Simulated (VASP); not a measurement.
A run of VASP 6.6.1:

File INCAR:

```
PREC = Accurate
ENCUT = 600
EDIFF = 1E-7
ISMEAR = 0
SIGMA = 0.1
LREAL = F
LASPH = T
NELM = 100
ALGO = Normal
ISIF = 3
LWAVE = F
LCHARG = F
GGA = PE
IBRION = 2
NSW = 100
EDIFFG = -0.01
```

The input KPOINTS:

```
regular mesh
0
Gamma
  10 10 10
```

File POSCAR:

```
HfB3
1.0
    4.3475085700      0.0000000000      0.0000000000
    0.0000000000      4.3475085700      0.0000000000
    0.0000000000      0.0000000000      4.3475085700
Hf B
2 6
Direct
    0.0000000000      0.0000000000      0.0000000000
    0.5000000000      0.5000000000      0.5000000000
    0.2500000000      0.0000000000      0.5000000000
    0.7500000000      0.0000000000      0.5000000000
    0.0000000000      0.5000000000      0.2500000000
    0.0000000000      0.5000000000      0.7500000000
    0.5000000000      0.7500000000      0.0000000000
    0.5000000000      0.2500000000      0.0000000000
```

Potentials or basis: VASP PAW PBE potentials, release 64 (Hf_pv, B).

The run is started by

```sh
$ cat potpaw_PBE.64/Hf_pv/POTCAR potpaw_PBE.64/B/POTCAR > POTCAR
$ mpirun -np 1 vasp_std > vasp.out
```

Hardware: 1 thread of Intel(R) Xeon(R) 6975P-C (Granite Rapids) (shared host).

Question: How long does it take, and how much memory?

Answer: It took 2.2 min on 1 thread of Intel(R) Xeon(R) 6975P-C (Granite Rapids), with other jobs on the host, peak memory 0.28 GiB. Counts: scf iterations 31, k points 56, ion steps 3.
